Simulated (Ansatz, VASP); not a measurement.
Two plane-wave programs on N

```xyz
2
Lattice="2.5195 0.0000 0.0000 -1.2597 2.1819 0.0000 0.0000 0.0000 2.4460" Properties=species:S:1:pos:R:3 pbc="T T T"
N     1.2597    0.7273    0.6115
N     0.0000    1.4546    1.8345
```

Alike in both runs: task single point; functional PBEsol; k mesh 12 × 12 × 8; occupations gaussian, width 0.05 eV; no spin polarisation.

|  | VASP | Ansatz |
| --- | --- | --- |
| version | VASP 6.6.1 | Ansatz 0.2.0 |
| potentials or method | VASP PAW PBE potentials, release 64 (N) | plane waves, PAW |
| plane-wave cutoff (eV) | 600 | 420 |
| valence electrons in the cell | 10 | 10 |

|  | VASP | Ansatz | Ansatz less VASP |
| --- | --- | --- | --- |
| gap on the k mesh at the Fermi level (eV) | none | none | - |
| pressure (GPa) | -1.7 | -1.1 | +0.60 |
| traceless stress, the component that is largest in VASP (GPa) | -5.37 | -5.48 | -0.114 |

VASP's potentials were made for PBE, not for PBEsol. A gap of «none» marks a metal or a gap that the smearing closes. The functional is the same, so the differences come from potentials, cutoffs and numerics.
